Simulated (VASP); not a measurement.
Input of a VASP 6.6.1 run:

File INCAR:

```
  PREC = Accurate
  ENCUT = 520
  EDIFF = 1E-7
  ISMEAR = 0
  SIGMA = 0.1
  LREAL = False
  LASPH = True
  NELM = 80
  ALGO = Normal
  ISIF = 2
  LWAVE = False
  LCHARG = False
  GGA = PE
  NBANDS = 35
```

Contents of KPOINTS:

```
Automatic mesh
0
Gamma
  6 6 1
```

POSCAR

```
WSe2
1.0
    3.3178532000      0.0000000000      0.0000000000
   -1.6589266000      2.8733451600      0.0000000000
    0.0000000000      0.0000000000     24.0685195900
W Se
2 4
Direct
    0.6666666700      0.3333333300      0.1415375200
    0.3333333300      0.6666666700      0.8584624800
    0.3333333300      0.6666666700      0.2105944900
    0.6666666700      0.3333333300      0.9275621200
    0.3333333300      0.6666666700      0.0724378800
    0.6666666700      0.3333333300      0.7894055100
```

Potentials or basis: VASP PAW PBE potentials, release 64 (W_sv, Se).

Command:

```bash
$ cat potpaw_PBE.64/W_sv/POTCAR potpaw_PBE.64/Se/POTCAR > POTCAR
$ mpirun -np 1 vasp_std > vasp.out
```

Question: Predict the largest force.

Answer: 0.344 eV/Å.

Question: Predict the band gap on the k mesh.

Answer: 1.47 eV, indirect (least direct gap 1.49 eV).

Forces in eV/Å, atoms in the order of the input:
```
W    0.000  0.000  0.006
W    0.000  0.000 -0.006
Se   0.000  0.000  0.344
Se   0.000  0.000  0.299
Se   0.000  0.000 -0.299
Se   0.000  0.000 -0.344
```

Caveat: spin-orbit coupling is left out, which moves the levels of the heavy elements.
